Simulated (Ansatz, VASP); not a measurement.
ScAl3N4: VASP beside Ansatz

```
Sc Al N
1.0
     4.52893    0.00000    0.00000
     0.00000    4.52893    0.00000
     0.00000    0.00000    4.52893
Sc Al N
1 3 4
Direct
  0.00000 0.00000 0.00000
  0.50000 0.00000 0.50000
  0.00000 0.50000 0.50000
  0.50000 0.50000 0.00000
  0.73728 0.26272 0.73728
  0.26272 0.73728 0.73728
  0.26272 0.26272 0.26272
  0.73728 0.73728 0.26272
```

Alike in both runs: functional PBE; k mesh 6 × 6 × 6; occupations gaussian, width 0.02 eV; no spin polarisation.

Ansatz relaxed the structure, and its values are those at the end. VASP's run is a single point on that final structure, the one shown.

|  | VASP | Ansatz |
| --- | --- | --- |
| version | VASP 6.6.1 | Ansatz 0.2.0 |
| potentials or method | VASP PAW PBE potentials, release 64 (Sc_sv, Al, N), cutoff 520 eV | scalar-relativistic, plane waves, PAW |
| valence electrons in the cell | 40 | 40 |

Ansatz gave:

```
gap on the k mesh at the Fermi level (eV) : 3.26
least direct gap on the mesh (eV)         : 3.68
pressure (GPa)                            : 0.0
rms of the force components (eV/Å)        : 0.000
```

Task: Estimate VASP's values.

Result: gap on the k mesh at the Fermi level (eV): 3.26; least direct gap on the mesh (eV): 3.68; pressure (GPa): 0.1; rms of the force components (eV/Å): 0.026.
